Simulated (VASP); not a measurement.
# Nb (R-3m) in VASP: single point with r2SCAN

Aim: the single point of Nb with r2SCAN.

All numbers are computed with VASP 6.6.1; they aren't measurements. Logs are shortened: lines on timing, memory, paths and dates and some standing lists are left out, and cuts for length are marked.

### 1 The cell of the first run

Symmetry: R-3m, No. 166, trigonal system. The conventional cell has a = 3.163 Å, b = 3.163 Å, c = 6.392 Å, α = 90.00°, β = 90.00°, γ = 120.00°. Within 3.7 Å of Nb (site symmetry -3m) lie 12 Nb at 2.81 to 3.16 Å.

### 2 Single point, r2SCAN

The input, POSCAR:

```
Nb
1.0
    1.5815337873      0.9130989578      2.1307847860
   -1.5815337873      0.9130989578      2.1307847860
    0.0000000000     -1.8261979157      2.1307847860
Nb
1
Direct
    0.5000000000      0.5000000000      0.5000000000
```

The input, INCAR.step1:

```
SYSTEM = Nb
PREC = Accurate
ENCUT = 520
ISMEAR = 0
SIGMA = 0.1
LREAL = .False.
LASPH = .True.
NELM = 100
NBANDS = 12
GGA = PE
ALGO = Normal
EDIFF = 1E-4
LWAVE = .True.
LCHARG = .False.
```

The input, INCAR.step2:

```
SYSTEM = Nb
PREC = Accurate
ENCUT = 520
EDIFF = 1E-7
ISMEAR = 0
SIGMA = 0.1
LREAL = .False.
LASPH = .True.
NELM = 100
ALGO = Normal
ISIF = 2
LWAVE = .False.
LCHARG = .False.
METAGGA = R2SCAN
LMIXTAU = .True.
NBANDS = 12
ISTART = 1
```

The input, KPOINTS:

```
regular mesh
0
Gamma
  21 21 21
  0 0 0
```

Potentials or basis: VASP PAW PBE potentials, release 64 (Nb_sv).

Command:

```sh
cat potpaw_PBE.64/Nb_sv/POTCAR > POTCAR
cp INCAR.step1 INCAR
mpirun -np 1 vasp_std > vasp.out
cp INCAR.step2 INCAR
mpirun -np 1 vasp_std > vasp.out
```

OUTCAR:

```text
SYSTEM = Nb
   PREC = Accurate
   ENCUT = 520
   EDIFF = 1E-7
   ISMEAR = 0
   LREAL = .False.
   LASPH = .True.
   NELM = 100
   ISIF = 2
   METAGGA = R2SCAN
   ISTART = 1

 ion  position               nearest neighbor table
   1  0.500  0.500  0.500-

  LATTYP: Found a trigonal (rhomboedric) cell.
 ALAT       =     2.8062862704
 COS(alpha) =     0.3647816994

  Lattice vectors:

 A1 = (   1.5815337873,   0.9130989578,   2.1307847860)
 A2 = (  -1.5815337873,   0.9130989578,   2.1307847860)
 A3 = (   0.0000000000,  -1.8261979157,   2.1307847860)

Analysis of symmetry for initial positions (statically):
=====================================================================
 Subroutine PRICEL returns:
 Original cell was already a primitive cell.

 Routine SETGRP: Setting up the symmetry group for a
 trigonal (rhombohedral) supercell.

 Subroutine GETGRP returns: Found 12 space group operations
 (whereof 12 operations were pure point group operations)
 out of a pool of 12 trial point group operations.

The static configuration has the point symmetry D_3d.

Analysis of symmetry for dynamics (positions and initial velocities):
=====================================================================
 Subroutine PRICEL returns:
 Original cell was already a primitive cell.

 Routine SETGRP: Setting up the symmetry group for a
 trigonal (rhombohedral) supercell.

 Subroutine GETGRP returns: Found 12 space group operations
 (whereof 12 operations were pure point group operations)
 out of a pool of 12 trial point group operations.

The dynamic configuration has the point symmetry D_3d.

 Subroutine INISYM returns: Found 12 space group operations
 (whereof 12 operations are pure point group operations),
 and found     1 'primitive' translations

----------------------------------------------------------------------------------------

                                     Primitive cell

  volume of cell :      18.4624

  direct lattice vectors                    reciprocal lattice vectors
     1.581533787  0.913098958  2.130784786     0.316148794  0.182528591  0.156436884
    -1.581533787  0.913098958  2.130784786    -0.316148794  0.182528591  0.156436884
     0.000000000 -1.826197916  2.130784786     0.000000000 -0.365057183  0.156436884

  length of vectors
     2.806286270  2.806286270  2.806286270     0.397164003  0.397164003  0.397164003

  position of ions in fractional coordinates (direct lattice)
     0.500000000  0.500000000  0.500000000

  ion indices of the primitive-cell ions
   primitive index   ion index
                 1           1

----------------------------------------------------------------------------------------

 KPOINTS: regular mesh

[... 81 lines left out ...]
   EFERMI =   0.00;   METHOD = LEGACY
   ISMEAR =     0;   SIGMA  =   0.10  broadening in eV -4-tet -1-fermi 0-gaus
   EFERMI_NEDOS =   21; number of points for ismear=-14 and -15
   IALGO  =     38    algorithm
   IMIX   =      4    mixing-type and parameters
     AMIX     =   0.40;   BMIX     =  1.00
     AMIX_MAG =   1.60;   BMIX_MAG =  1.00
  volume/ion in A,a.u.               =      18.46       124.59
  Fermi-wavevector in a.u.,A,eV,Ry     =   1.456443  2.752279 28.861044  2.121227
  Thomas-Fermi vector in A             =   2.573361
   LORBIT       =      0    0 simple, 1 ext, 2 COOP (PROOUT), +10 PAW based schemes
   METAGGA = R2SCAN    functional components
   LHFCALC =     F    Hartree Fock is set to
   AEXX    =    0.0000 exact exchange contribution
   IVDW    =     0    specifies the selected vdW correction
   LEPSILON=     F    determine dielectric tensor
   LRPA    =     F    only Hartree local field effects (RPA)
 non-spin polarized calculation
 Gauss-broadening in eV      SIGMA  =   0.10
  energy-cutoff  :      520.00
  volume of cell :       18.46
 maximum number of plane-waves:       509
 NGX is ok and might be reduce to    24
   NGX = 11   NGY = 11   NGZ = 11

 number of electron      13.0000001 magnetization

 Free energy of the ion-electron system (eV)
  ---------------------------------------------------
  ext. energy  EPLUGINS =         0.00000000
  ---------------------------------------------------
  free energy    TOTEN  =       -24.57028981 eV

  energy without entropy =      -24.56390146  energy(sigma->0) =      -24.56709563

 E-fermi :  11.0344     XC(G=0): -13.4378

 val. band max:       11.0328653351   @ k =   0.4286   0.4286   0.3333
 cond. band min:      11.0361349841   @ k =  -0.3333   0.1905   0.1429
 fundamental gap:      0.0032696490
 Fermi energy:        11.0343705009

 k-point     1 :       0.0000    0.0000    0.0000
  band No.  band energies     occupation
      1     -45.3312      2.00000
      2     -19.9972      2.00000
      3     -19.9972      2.00000
      4     -19.6275      2.00000
      5       4.6185      2.00000
      6       9.9468      2.00000
      7       9.9468      2.00000
      8      13.6710      0.00000
      9      14.7652      0.00000
     10      14.7652      0.00000
     11      23.6202      0.00000
     12      27.7095      0.00000
[... 331 lines left out ...]
 k-point    24 :      -0.3810    0.0476   -0.0000
  band No.  band energies     occupation
      1     -45.1396      2.00000
      2     -21.1662      2.00000
      3     -20.0346      2.00000
      4     -19.8257      2.00000
      5       7.2285      2.00000
      6       9.9636      2.00000
      7      11.2450      0.00289
      8      13.3821      0.00000
      9      15.0100      0.00000
     10      15.9288      0.00000
     11      22.4665      0.00000
     12      25.1473      0.00000

 [... further k-points ...]

------------------------ aborting loop because EDIFF is reached ----------------------------------------

  FORCE on cell =-STRESS in cart. coord.  units (eV):
  Direction    XX          YY          ZZ          XY          YZ          ZX
  --------------------------------------------------------------------------------------
  -------------------------------------------------------------------------------------
  Total       -0.0241170     -0.0241170     -0.0169991     -0.0000000      0.0000000      0.0000000
  in kB       -2.0928885     -2.0928885     -1.4751946     -0.0000000      0.0000000      0.0000000
  external PRESSURE =      -1.8869905 kB  Pullay stress =       0.0000000 kB

 VOLUME and BASIS-vectors are now :
 -----------------------------------------------------------------------------
  energy-cutoff  :      520.00
  volume of cell :       18.46
      direct lattice vectors                 reciprocal lattice vectors
     1.581533787  0.913098958  2.130784786     0.316148794  0.182528591  0.156436884
    -1.581533787  0.913098958  2.130784786    -0.316148794  0.182528591  0.156436884
     0.000000000 -1.826197916  2.130784786     0.000000000 -0.365057183  0.156436884

 POSITION                                       TOTAL-FORCE (eV/Angst)
 -----------------------------------------------------------------------------------
      0.00000     -0.00000      3.19618         0.000000      0.000000     -0.000000
 -----------------------------------------------------------------------------------
    total drift:                               -0.000000      0.000000     -0.000000

  FREE ENERGIE OF THE ION-ELECTRON SYSTEM (eV)
  ---------------------------------------------------
  free  energy   TOTEN  =       -24.5702898083 eV

  energy  without entropy=      -24.5639014603  energy(sigma->0) =      -24.56709563
```

OSZICAR.step1:

```text
N       E                     dE             d eps       ncg     rms          rms(c)
DAV:   1     0.118638930504E+03    0.11864E+03   -0.75192E+03 21472   0.108E+03
DAV:   2    -0.264908810072E+01   -0.12129E+03   -0.11686E+03 22864   0.393E+02
DAV:   3    -0.993650046149E+01   -0.72874E+01   -0.70424E+01 38532   0.772E+01
DAV:   4    -0.103032258531E+02   -0.36673E+00   -0.36361E+00 28268   0.120E+01
DAV:   5    -0.103108211090E+02   -0.75953E-02   -0.75916E-02 32700   0.180E+00    0.698E+00
DAV:   6    -0.998182772948E+01    0.32899E+00   -0.52581E-01 34380   0.916E+00    0.254E+00
DAV:   7    -0.994608499266E+01    0.35743E-01   -0.16547E-01 35472   0.512E+00    0.927E-01
DAV:   8    -0.995135344992E+01   -0.52685E-02   -0.12363E-02 24876   0.145E+00    0.473E-02
DAV:   9    -0.995140345890E+01   -0.50009E-04   -0.98926E-04 34052   0.279E-01
   1 F= -.99514035E+01 E0= -.99480467E+01  d E =-.671355E-02
```

Run time: 7.3 min. Hardware: 1 thread of Intel Xeon Platinum 8259CL at 2.50GHz (Skylake/Cascade Lake), shared host; peak memory 0.3 GiB.

Results:

```
Free energy            : -24.5703 eV
Pressure               : -0.2 GPa
Band gap on the k mesh : zero (an odd number of electrons rules out a gap without spin polarisation)
```

Caveat: the PAW data sets were made with another functional, which shifts forces and pressure a little.
